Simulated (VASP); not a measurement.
# C: single point with PBE

The system is C.

```xyz
4
Lattice="1.2235 -2.9201 0.0000 1.2235 2.9201 0.0000 0.0000 0.0000 3.4559" Properties=species:S:1:pos:R:3 pbc="T T T"
C     1.2235    0.0000    2.7288
C     1.2235    0.0000    0.7271
C     1.2235    1.0670    1.7279
C     1.2235   -1.0670    1.7279
```

```json
{
 "Program": "VASP 6.6.1",
 "Task": "single point",
 "Functional": "PBE",
 "Potentials or basis": "VASP PAW PBE potentials, release 64 (C)",
 "Cutoff": "520 eV",
 "k mesh": "8 × 8 × 6",
 "Occupations": "gaussian, width 0.1 eV",
 "Spin": "no spin polarisation",
 "Dipole correction": "no",
 "Further INCAR settings": "ALGO = Normal; EDIFF = 1e-06; NBANDS = 16"
}
```

```yaml
Pressure: 45.8 GPa
Largest_force: 4.994 eV/Å
Band_gap_on_the_k_mesh: zero (band 8 reaches 11.80 eV, above the bottom of band 9 at 7.61 eV)
```

Forces on the atoms (eV/Å):
```
C    0.000  0.000  4.994
C    0.000  0.000 -4.994
C    0.000 -1.996  0.000
C    0.000  1.996  0.000
```

Stress tensor (GPa, compression positive):
```
50.73  0.00  0.00
 0.00 83.68  0.00
 0.00  0.00  2.85
```

Levels at points of the mesh, in eV from the Fermi level:
| k point | band 4 | band 5 | band 6 | band 7 | band 8 | band 9 | band 10 | band 11 | band 12 | band 13 |
| --- | --- | --- | --- | --- | --- | --- | --- | --- | --- | --- |
| (0.00, 0.00, 0.00) | -10.05 | -9.93 | -4.88 | -2.83 | -1.20 | 4.69 | 5.52 | 6.10 | 8.95 | 10.05 |
| (0.50, 0.00, 0.00) | -10.19 | -8.73 | -8.51 | -5.48 | -3.55 | 0.31 | 6.81 | 7.65 | 9.17 | 11.12 |
| (0.50, 0.50, 0.00) | -8.91 | -8.54 | -6.73 | -3.78 | 2.61 | 4.33 | 5.67 | 5.98 | 11.02 | 11.26 |
| (0.00, 0.00, 0.50) | -8.92 | -6.02 | -5.73 | -4.83 | 1.32 | 1.33 | 5.06 | 6.28 | 7.07 | 12.16 |
| (0.50, 0.00, 0.50) | -10.91 | -8.26 | -7.11 | -5.28 | -4.08 | 0.30 | 5.71 | 9.24 | 9.37 | 12.80 |
| (0.50, 0.50, 0.50) | -11.45 | -6.32 | -3.22 | -1.29 | 0.88 | 6.50 | 6.62 | 6.75 | 7.05 | 10.24 |

Wall time 70 s on 1 thread of AMD EPYC 7R13, with other jobs on the host, peak memory 0.12 GiB.

Caveat: forces of over 1 eV/Å act on the atoms, so gaps and moduli don't describe the material at rest.
